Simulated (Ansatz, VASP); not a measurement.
# AgI: VASP beside Ansatz

```xyz
2
Lattice="0.0000 3.2250 3.2250 3.2250 0.0000 3.2250 3.2250 3.2250 0.0000" Properties=species:S:1:pos:R:3 pbc="T T T"
Ag    0.0000    0.0000    0.0000
I     4.8376    4.8376    4.8376
```

Alike in both runs: task single point; functional PBEsol; k mesh 8 × 8 × 8; no spin polarisation.

```csv
,VASP,Ansatz
version,VASP 6.6.1,Ansatz 0.2.0
potentials or method,"VASP PAW PBE potentials, release 64 (Ag, I)","PAW with Ansatz's default frozen-core files, scalar-relativistic"
plane-wave cutoff (eV),500,420
occupations,"gaussian, width 0.01 eV",fixed
valence electrons in the cell,18,36
```

```tsv
	VASP	Ansatz	Ansatz less VASP
gap on the k mesh at the Fermi level (eV)	1.20	1.20	-0.003
pressure (GPa)	0.0	0.0	+0.03
```

VASP's potentials were made for PBE, not for PBEsol. VASP's potentials hold 18 valence electrons a cell and Ansatz's 36, so a difference there can come from the potentials and not from the codes.

Spin-orbit coupling is off throughout.
